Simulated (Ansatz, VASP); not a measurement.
**Se in VASP and in Ansatz**

Contents of INCAR:

```
SYSTEM = Se
PREC = Accurate
ENCUT = 520
EDIFF = 1E-7
ISMEAR = -1
SIGMA = 0.03
LREAL = .False.
LASPH = .True.
NELM = 60
ALGO = Normal
ISIF = 2
LWAVE = .False.
LCHARG = .False.
GGA = PS
NBANDS = 16
```

The input KPOINTS:

```
Automatic mesh
0
Gamma
  6 6 5
  0 0 0
```

POSCAR

```
Se
1.0
    4.2352139504      0.0000000000      0.0000000000
   -2.1176069753      3.6678028716      0.0000000000
    0.0000000000      0.0000000000      4.9536000000
Se
3
Direct
    0.2254000000      0.0000000000      0.3333333333
    0.0000000000      0.2254000000      0.6666666667
    0.7746000000      0.7746000000      0.0000000000
```

Input for Ansatz:

```yaml
crystal:
  lattice:
    - [4.2352139504, 0.0, 0.0]
    - [-2.1176069753, 3.6678028716, 0.0]
    - [0.0, 0.0, 4.9536]
  atoms:
    - { symbol: Se, position: [0.2254, 0.0, 0.3333333333] }
    - { symbol: Se, position: [0.0, 0.2254, 0.6666666667] }
    - { symbol: Se, position: [0.7746, 0.7746, 0.0] }
kpoints:
  mp_grid: { grid: [6, 6, 5] }
  band_path:
    path:
      - [0.0, 0.0, 0.0]
      - [0.5, 0.0, 0.0]
      - [0.3333333333, 0.3333333333, 0.0]
      - [0.0, 0.0, 0.0]
      - [0.0, 0.0, 0.5]
      - [0.5, 0.0, 0.5]
      - [0.3333333333, 0.3333333333, 0.5]
      - [0.0, 0.0, 0.5]
      - [0.5, 0.0, 0.5]
    npoints: 5
scf:
  occupations: { method: fermi_dirac, width: 0.03 }
hamiltonian:
  xc: pbesol
  pseudopotentials: { kind: all_electron, lapw: { basis_error: 0.001 } }
output:
  forces: true
  stress: true
  eigenvalues: true
```

Change from the starting cell: equal xx and yy strain of -3 %.

Alike in both runs: task single point; functional PBEsol; k mesh 6 × 6 × 5; occupations fermi-dirac, width 0.03 eV; no spin polarisation.

```csv
,VASP,Ansatz
version,VASP 6.6.1,Ansatz 0.2.0
potentials or method,"VASP PAW PBE potentials, release 64 (Se), cutoff 520 eV","all-electron LAPW, scalar-relativistic"
```

Ansatz gave:

```
gap on the k mesh at the Fermi level (eV)                     : 1.26
pressure (GPa)                                                : 3.3
traceless stress, the component that is largest in VASP (GPa) : 1.70
rms of the force components (eV/Å)                            : 0.513
```

Problem. Which values does VASP return?

Solution. gap on the k mesh at the Fermi level (eV): 1.25; pressure (GPa): 3.6; traceless stress, the component that is largest in VASP (GPa): 1.81; rms of the force components (eV/Å): 0.548.

VASP's potentials were made for PBE, not for PBEsol. Atom by atom the forces differ by 0.035 eV/Å (rms over components). Ansatz ran all-electron here, and VASP with PAW potentials.
